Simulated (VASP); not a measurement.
A run of VASP 6.6.1 is set up as follows.

The input INCAR:

```
PREC     = Accurate       # precision mode
ENCUT    = 520            # plane-wave cutoff, eV
EDIFF    = 1E-6           # SCF threshold, eV
ISMEAR   = -1             # smearing method
SIGMA    = 0.06122561905347299 # smearing width, eV
LREAL    = F              # projectors in reciprocal space
LASPH    = T              # aspherical terms in the spheres
NELM     = 80             # most SCF steps
ALGO     = Normal         # electronic algorithm
ISIF     = 2              # what is computed and relaxed
LWAVE    = F              # write WAVECAR
LCHARG   = T              # write CHGCAR
GGA      = PE             # functional
LELF     = T              # ELF
LVHAR    = T            
NBANDS   = 10             # bands
```

The input KPOINTS:

```
regular mesh
0
Gamma
  38 38 38
```

Contents of POSCAR:

```
Cl
1.0
    2.9187716654      0.0000000000      0.0000000000
    0.0000000000      2.9187716654      0.0000000000
    0.0000000000      0.0000000000      2.9187716654
Cl
1
Direct
    0.0000000000      0.0000000000      0.0000000000
```

Potentials or basis: VASP PAW PBE potentials, release 64 (Cl).

The run is started by

```bash
$ cat potpaw_PBE.64/Cl/POTCAR > POTCAR
$ mpirun -np 1 vasp_std > vasp.out
```

(1) What does it give for the band gap on the k mesh?

(2) Predict the pressure.

Results:

(1) zero (an odd number of electrons rules out a gap without spin polarisation).

(2) -1.8 GPa.

Caveat: an odd number of electrons without spin polarisation forces a metal; a magnetic or distorted state may lie lower.
